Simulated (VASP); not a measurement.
Set up this calculation in VASP 6.6.1, as the native input.

```yaml
Task: single point
Functional: PBEsol
Potentials_or_basis: VASP PAW PBE potentials, release 64 (Te, Sn_d)
Cutoff: 520 eV
k_mesh: 6 × 6 × 6
Occupations: fermi-dirac, width 0.05 eV
Spin: no spin polarisation
Dipole_correction: no
Further_INCAR_settings: ALGO = Normal; EDIFF = 1e-07; NBANDS = 32
```

The structure of Sn3Te lies in POSCAR:

```
Sn3Te
1.0
    4.8329658348      0.0000000000      0.0000000000
    0.0000000000      4.8329658348      0.0000000000
    0.0000000000      0.0000000000      4.8329658348
Te Sn
1 3
Direct
    0.0000000000      0.0000000000      0.0000000000
    0.0000000000      0.5000000000      0.5000000000
    0.5000000000      0.0000000000      0.5000000000
    0.5000000000      0.5000000000      0.0000000000
```

The input as run:

INCAR

```
  ALGO = Normal
  EDIFF = 1E-7
  ENCUT = 520
  GGA = PS
  ISIF = 2
  ISMEAR = -1
  LASPH = T
  LCHARG = F
  LREAL = F
  LWAVE = F
  NBANDS = 32
  NELM = 60
  PREC = Accurate
  SIGMA = 0.05
```

KPOINTS

```
k-points
0
Gamma
  6 6 6
```

Potentials or basis: VASP PAW PBE potentials, release 64 (Te, Sn_d).

Run with:

```bash
$ cat potpaw_PBE.64/Te/POTCAR potpaw_PBE.64/Sn_d/POTCAR > POTCAR
$ mpirun -np 1 vasp_std > vasp.out
```

Results of the run:

- Pressure: -1.5 GPa
- Band gap on the k mesh: zero (band 24 reaches 10.64 eV, above the bottom of band 25 at 7.31 eV)

Caveat: the PAW data sets were made with another functional, which shifts forces and pressure a little; spin-orbit coupling is left out, which moves the levels of the heavy elements.

Run time: 44 s on 1 thread of Intel(R) Xeon(R) Platinum 8259CL CPU @ 2.50GHz (Skylake/Cascade Lake), on a shared host, peak memory 0.23 GiB.
